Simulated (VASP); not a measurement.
# Ca (I4/mmm) in VASP: single point with PBEsol

Aim: the single point of Ca with PBEsol.

All numbers are computed with VASP 6.6.1; they aren't measurements. Logs are shortened: lines on timing, memory, paths and dates and some standing lists are left out, and cuts for length are marked.

## Step 1: The cell of the first run

It takes space group I4/mmm (No. 139, tetragonal). The conventional cell has a = 4.410 Å, b = 4.410 Å, c = 4.392 Å, α = 90.00°, β = 90.00°, γ = 90.00°. Ca (site symmetry 4/mmm) has 14 Ca at 3.81 to 4.41 Å within 5.0 Å.

This isn't the form of Ca at room conditions, which is fcc.

## Step 2: Single point, PBEsol

Input file INCAR:

```
PREC = Accurate ; ENCUT = 520
EDIFF = 1E-6 ; ISMEAR = 0
SIGMA = 0.15 ; LREAL = F
LASPH = T ; NELM = 80
ALGO = Fast ; ISIF = 2
LWAVE = F ; LCHARG = F
GGA = PS ; NBANDS = 11
```

Input file KPOINTS:

```
regular mesh
0
Gamma
  16 16 16
```

Input file POSCAR:

```
Ca
1.0
   -2.2052049036      2.2052049036      2.1961148100
    2.2052049036     -2.2052049036      2.1961148100
    2.2052049036      2.2052049036     -2.1961148100
Ca
1
Direct
    0.5000000000      0.5000000000      0.0000000000
```

Potentials or basis: VASP PAW PBE potentials, release 64 (Ca_sv).

Launch:

```bash
cat potpaw_PBE.64/Ca_sv/POTCAR > POTCAR
mpirun -np 1 vasp_std > vasp.out
```

OUTCAR:

```text
PREC = Accurate
   ENCUT = 520
   EDIFF = 1E-6
   ISMEAR = 0
   LREAL = F
   LASPH = T
   NELM = 80
   ISIF = 2
   GGA = PS

 ion  position               nearest neighbor table
   1  0.500  0.500  0.000-

  LATTYP: Found a body centered tetragonal cell.
 ALAT       =     4.4104098072
 C/A-ratio  =     0.9958778916

  Lattice vectors:

 A1 = (  -2.2052049036,   2.2052049036,   2.1961148100)
 A2 = (   2.2052049036,  -2.2052049036,   2.1961148100)
 A3 = (   2.2052049036,   2.2052049036,  -2.1961148100)

Analysis of symmetry for initial positions (statically):
=====================================================================
 Subroutine PRICEL returns:
 Original cell was already a primitive cell.

 Routine SETGRP: Setting up the symmetry group for a
 body centered tetragonal supercell.

 Subroutine GETGRP returns: Found 16 space group operations
 (whereof 16 operations were pure point group operations)
 out of a pool of 16 trial point group operations.

The static configuration has the point symmetry D_4h.

Analysis of symmetry for dynamics (positions and initial velocities):
=====================================================================
 Subroutine PRICEL returns:
 Original cell was already a primitive cell.

 Routine SETGRP: Setting up the symmetry group for a
 body centered tetragonal supercell.

 Subroutine GETGRP returns: Found 16 space group operations
 (whereof 16 operations were pure point group operations)
 out of a pool of 16 trial point group operations.

The dynamic configuration has the point symmetry D_4h.

 Subroutine INISYM returns: Found 16 space group operations
 (whereof 16 operations are pure point group operations),
 and found     1 'primitive' translations

----------------------------------------------------------------------------------------

                                     Primitive cell

  volume of cell :      42.7182

  direct lattice vectors                    reciprocal lattice vectors
    -2.205204904  2.205204904  2.196114810     0.000000000  0.226736300  0.227674800
     2.205204904 -2.205204904  2.196114810     0.226736300  0.000000000  0.227674800
     2.205204904  2.205204904 -2.196114810     0.226736300  0.226736300  0.000000000

  length of vectors
     3.814285987  3.814285987  3.814285987     0.321317855  0.321317855  0.320653550

  position of ions in fractional coordinates (direct lattice)
     0.500000000  0.500000000  0.000000000

  ion indices of the primitive-cell ions
   primitive index   ion index
                 1           1

----------------------------------------------------------------------------------------

 KPOINTS: regular mesh

Automatic generation of k-mesh.
 Grid dimensions read from file:
 generate k-points for:   16   16   16

 Generating k-lattice:

  Cartesian coordinates                     Fractional coordinates (reciprocal lattice)
     0.000000000  0.014171019  0.014229675     0.062500000  0.000000000  0.000000000
     0.014171019  0.000000000  0.014229675     0.000000000  0.062500000  0.000000000
     0.014171019  0.014171019  0.000000000     0.000000000  0.000000000  0.062500000

  Length of vectors
     0.020082366  0.020082366  0.020040847

  Shift w.r.t. Gamma in fractional coordinates (k-lattice)
     0.000000000  0.000000000  0.000000000

 Subroutine IBZKPT returns following result:
 ===========================================

 Found    349 irreducible k-points:

 Following reciprocal coordinates:
            Coordinates               Weight
  0.000000  0.000000  0.000000      1.000000
  0.062500  0.000000 -0.000000      8.000000
  0.125000  0.000000 -0.000000      8.000000
  0.187500  0.000000 -0.000000      8.000000
  0.250000  0.000000 -0.000000      8.000000
  0.312500  0.000000 -0.000000      8.000000
[... 16 lines left out ...]
 -0.125000  0.062500  0.000000     16.000000
 -0.062500  0.062500  0.000000      4.000000
 [... further k-points ...]
   k-points           NKPTS =    349   k-points in BZ     NKDIM =    349   number of bands    NBANDS=     11
   number of dos      NEDOS =    301   number of ions     NIONS =      1
   total plane-waves  NPLWV =  21952
   dimension x,y,z NGX =    28 NGY =   28 NGZ =   28
   dimension x,y,z NGXF=    56 NGYF=   56 NGZF=   56
   ions per type =               1
   NGX,Y,Z   is equivalent  to a cutoff of  12.20, 12.20, 12.20 a.u.
   NGXF,Y,Z  is equivalent  to a cutoff of  24.41, 24.41, 24.41 a.u.
 SYSTEM =  unknown system
   PREC   = accura    normal or accurate (medium, high low for compatibility)
   ISTART =      0    job   : 0-new  1-cont  2-samecut
   ICHARG =      2    charge: 1-file 2-atom 10-const
   ISPIN  =      1    spin polarized calculation?
   LNONCOLLINEAR =      F non collinear calculations
   LSORBIT =      F    spin-orbit coupling
   LASPH  =      T    aspherical Exc in radial PAW
   ENCUT  =  520.0 eV  38.22 Ry    6.18 a.u.   7.09  7.09  7.09*2*pi/ulx,y,z
   NELM   =     80;   NELMIN=  2; NELMDL= -5     # of ELM steps
   EDIFF  = 0.1E-05   stopping-criterion for ELM
   LREAL  =      F    real-space projection
   EDIFFG = 0.1E-04   stopping-criterion for IOM
   NSW    =      0    number of steps for IOM
   IBRION =     -1    ionic relax: 0-MD 1-quasi-New 2-CG
   NFREE  =      0    steps in history (QN), initial steepest desc. (CG)
   ISIF   =      2    stress and relaxation
   ISYM   =      2    0-nonsym 1-usesym 2-fastsym
   POTIM  = 0.5000    time-step for ionic-motion
   TEBEG  =    0.0;   TEEND  =   0.0 temperature during run
   PSTRESS=    0.0 pullay stress
   NELECT =      10.0000    total number of electrons
   NUPDOWN=      -1.0000    fix difference up-down
   EMIN   =  10.00;   EMAX   =-10.00  energy-range for DOS
   EFERMI =   0.00;   METHOD = LEGACY
   ISMEAR =     0;   SIGMA  =   0.15  broadening in eV -4-tet -1-fermi 0-gaus
   EFERMI_NEDOS =   21; number of points for ismear=-14 and -15
   IALGO  =     68    algorithm
   IMIX   =      4    mixing-type and parameters
     AMIX     =   0.40;   BMIX     =  1.00
     AMIX_MAG =   1.60;   BMIX_MAG =  1.00
  volume/ion in A,a.u.               =      42.72       288.28
  Fermi-wavevector in a.u.,A,eV,Ry     =   1.008952  1.906643 13.850516  1.017984
  Thomas-Fermi vector in A             =   2.141851
   LORBIT       =      0    0 simple, 1 ext, 2 COOP (PROOUT), +10 PAW based schemes
   GGA     = PS    functional components
   LHFCALC =     F    Hartree Fock is set to
   AEXX    =    0.0000 exact exchange contribution
   IVDW    =     0    specifies the selected vdW correction
   LEPSILON=     F    determine dielectric tensor
   LRPA    =     F    only Hartree local field effects (RPA)
 non-spin polarized calculation
 RMM-DIIS sequential band-by-band and
 Gauss-broadening in eV      SIGMA  =   0.15
  energy-cutoff  :      520.00
  volume of cell :       42.72
 maximum number of plane-waves:      1165
   NGX = 15   NGY = 15   NGZ = 15

 number of electron      10.0000001 magnetization

 Free energy of the ion-electron system (eV)
  ---------------------------------------------------
  ext. energy  EPLUGINS =         0.00000000
  ---------------------------------------------------
  free energy    TOTEN  =        -2.12072085 eV

  energy without entropy =       -2.10236850  energy(sigma->0) =       -2.11154468

 E-fermi :   1.8966     XC(G=0):  -7.7709

 val. band max:        1.8947222723   @ k =  -0.2500  -0.4375   0.1250
 cond. band min:       1.8966338107   @ k =  -0.3125   0.5000   0.3125
 fundamental gap:      0.0019115384
 Fermi energy:         1.8965709216

 k-point     1 :       0.0000    0.0000    0.0000
  band No.  band energies     occupation
      1     -40.0233      2.00000
      2     -21.0156      2.00000
      3     -21.0149      2.00000
      4     -21.0149      2.00000
      5      -2.1637      2.00000
      6       4.1435      0.00000
      7       4.1621      0.00000
      8       4.1621      0.00000
      9       5.1983      0.00000
     10       5.2218      0.00000
     11      12.0288      0.00000

 k-point     2 :       0.0625    0.0000   -0.0000
  band No.  band energies     occupation
      1     -40.0228      2.00000
      2     -21.0206      2.00000
      3     -21.0167      2.00000
      4     -21.0153      2.00000
      5      -2.0934      2.00000
      6       4.1077      0.00000
      7       4.1366      0.00000
      8       4.2066      0.00000
      9       5.1595      0.00000
     10       5.2075      0.00000
     11      11.9739      0.00000

 k-point     3 :       0.1250    0.0000   -0.0000
  band No.  band energies     occupation
      1     -40.0212      2.00000
      2     -21.0356      2.00000
      3     -21.0217      2.00000
      4     -21.0152      2.00000
      5      -1.8850      2.00000
      6       3.9869      0.00000
      7       4.0288      0.00000
      8       4.3627      0.00000
      9       5.0552      0.00000
     10       5.2128      0.00000
     11      11.5746      0.00000

 k-point     4 :       0.1875    0.0000   -0.0000
  band No.  band energies     occupation
      1     -40.0189      2.00000
      2     -21.0580      2.00000
      3     -21.0293      2.00000
      4     -21.0152      2.00000
      5      -1.5469      2.00000
      6       3.7872      0.00000
      7       3.8165      0.00000
      8       4.6160      0.00000
      9       5.0042      0.00000
     10       5.2324      0.00000
     11      10.7087      0.00000
[... 239 lines left out ...]
 k-point    22 :      -0.1875    0.0625    0.0000
  band No.  band energies     occupation
      1     -40.0198      2.00000
      2     -21.0494      2.00000
      3     -21.0246      2.00000
      4     -21.0171      2.00000
      5      -1.6814      2.00000
      6       3.8803      0.00000
      7       3.8939      0.00000
      8       4.5228      0.00000
      9       4.9686      0.00000
     10       5.2552      0.00000
     11      11.2069      0.00000

 k-point    23 :      -0.1250    0.0625    0.0000
  band No.  band energies     occupation
      1     -40.0217      2.00000
      2     -21.0308      2.00000
      3     -21.0189      2.00000
      4     -21.0164      2.00000
      5      -1.9546      2.00000
      6       4.0369      0.00000
      7       4.0541      0.00000
      8       4.3191      0.00000
      9       5.0592      0.00000
     10       5.2293      0.00000
     11      11.7655      0.00000

 k-point    24 :      -0.0625    0.0625    0.0000
  band No.  band energies     occupation
      1     -40.0228      2.00000
      2     -21.0203      2.00000
      3     -21.0174      2.00000
      4     -21.0149      2.00000
      5      -2.0937      2.00000
      6       4.1186      0.00000
      7       4.1186      0.00000
      8       4.2150      0.00000
      9       5.1440      0.00000
     10       5.2223      0.00000
     11      11.9766      0.00000

 [... further k-points ...]
[... 5 lines left out ...]
  --------------------------------------------------------------------------------------
  -------------------------------------------------------------------------------------
  Total       -0.2292116     -0.2292116     -0.2310506      0.0000000      0.0000000     -0.0000000
  in kB       -8.5967491     -8.5967491     -8.6657212      0.0000000      0.0000000     -0.0000000
  external PRESSURE =      -8.6197398 kB  Pullay stress =       0.0000000 kB

 VOLUME and BASIS-vectors are now :
 -----------------------------------------------------------------------------
  energy-cutoff  :      520.00
  volume of cell :       42.72
      direct lattice vectors                 reciprocal lattice vectors
    -2.205204904  2.205204904  2.196114810     0.000000000  0.226736300  0.227674800
     2.205204904 -2.205204904  2.196114810     0.226736300  0.000000000  0.227674800
     2.205204904  2.205204904 -2.196114810     0.226736300  0.226736300  0.000000000

 POSITION                                       TOTAL-FORCE (eV/Angst)
 -----------------------------------------------------------------------------------
      0.00000      0.00000      2.19611        -0.000000     -0.000000      0.000000
 -----------------------------------------------------------------------------------
    total drift:                                0.000000     -0.000000      0.000000

  FREE ENERGIE OF THE ION-ELECTRON SYSTEM (eV)
  ---------------------------------------------------
  free  energy   TOTEN  =        -2.1207208543 eV

  energy  without entropy=       -2.1023685004  energy(sigma->0) =       -2.11154468
```

Wall time 65 s (1 thread of Intel Xeon 6975P-C (Granite Rapids), shared host); peak memory 0.28 GiB.

Results:

| Property | Result |
| --- | --- |
| Free energy | -2.1207 eV |
| Pressure | -0.9 GPa |
| Band gap on the k mesh | zero (bands 5 and 6 overlap by 0.38 eV) |

Levels at points of the mesh, in eV from the Fermi level:
| k point | band 1 | band 2 | band 3 | band 4 | band 5 | band 6 | band 7 | band 8 | band 9 | band 10 |
| --- | --- | --- | --- | --- | --- | --- | --- | --- | --- | --- |
| (0.00, 0.00, 0.00) | -41.92 | -22.91 | -22.91 | -22.91 | -4.06 | 2.25 | 2.27 | 2.27 | 3.30 | 3.33 |
| (0.50, 0.00, 0.00) | -41.91 | -23.05 | -22.96 | -22.91 | -0.91 | -0.03 | 1.30 | 3.21 | 3.59 | 4.33 |
| (0.50, 0.50, 0.00) | -41.91 | -23.05 | -22.96 | -22.91 | -0.92 | -0.05 | 1.33 | 3.19 | 3.58 | 4.33 |
| (0.50, 0.50, 0.50) | -41.89 | -23.01 | -23.01 | -23.01 | 0.05 | 0.06 | 3.83 | 3.83 | 3.90 | 4.11 |

Caveat: the PAW data sets were made with another functional, which shifts forces and pressure a little.
